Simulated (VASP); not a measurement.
A run of VASP 6.6.1 is set up as follows.

File INCAR:

```
PREC     = Accurate       # precision mode
ENCUT    = 520            # plane-wave cutoff, eV
EDIFF    = 1E-6           # SCF threshold, eV
ISMEAR   = -1             # smearing method
SIGMA    = 0.1            # smearing width, eV
LREAL    = F              # projectors in reciprocal space
LASPH    = T              # aspherical terms in the spheres
NELM     = 100            # most SCF steps
ALGO     = Normal         # electronic algorithm
ISIF     = 2              # what is computed and relaxed
LWAVE    = F              # write WAVECAR
LCHARG   = F              # write CHGCAR
GGA      = PE             # functional
NBANDS   = 11             # bands
```

Contents of KPOINTS:

```
Automatic mesh
0
Gamma
  12 12 12
```

Contents of POSCAR:

```
Ca
1.0
    2.9707042346      0.0000000000      0.0000000000
    0.0000000000      2.9707042346      0.0000000000
    0.0000000000      0.0000000000      2.9707042346
Ca
1
Direct
    0.0000000000      0.0000000000      0.0000000000
```

Potentials or basis: VASP PAW PBE potentials, release 64 (Ca_sv).

The run is started by

```bash
$ cat potpaw_PBE.64/Ca_sv/POTCAR > POTCAR
$ mpirun -np 1 vasp_std > vasp.out
```

(1) What does it give for the pressure?

(2) What does it give for the band gap on the k mesh?

Answers

(1) 12.7 GPa.

(2) zero (band 5 reaches 4.31 eV, above the bottom of band 6 at 3.99 eV).
